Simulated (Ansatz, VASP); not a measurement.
# Ta in VASP and in Ansatz

```
Ta
1.0
     0.00000    3.02981    3.02981
     3.02981    0.00000    3.02981
     3.02981    3.02981    0.00000
Ta
2
Cartesian
  0.7575 0.7575 0.7575
  5.3022 5.3022 5.3022
```

Alike in both runs: functional r2SCAN; k mesh 9 × 9 × 9; occupations fermi-dirac, width 0.1 eV; no spin polarisation.

Ansatz relaxed the structure, and its values are those at the end. VASP's run is a single point on that final structure, the one shown.

|  | VASP | Ansatz |
| --- | --- | --- |
| version | VASP 6.6.1 | Ansatz 0.2.0 |
| potentials or method | VASP PAW PBE potentials, release 64 (Ta_pv), cutoff 520 eV | plane waves (500 eV) with PAW, scalar-relativistic |
| valence electrons in the cell | 22 | 26 |

|  | VASP | Ansatz | Ansatz less VASP |
| --- | --- | --- | --- |
| pressure (GPa) | 0.3 | 0.0 | -0.32 |

VASP's potentials were made for PBE, not for r2SCAN. VASP's potentials hold 22 valence electrons a cell and Ansatz's 26, so a difference there can come from the potentials and not from the codes.

Spin-orbit coupling is off throughout.
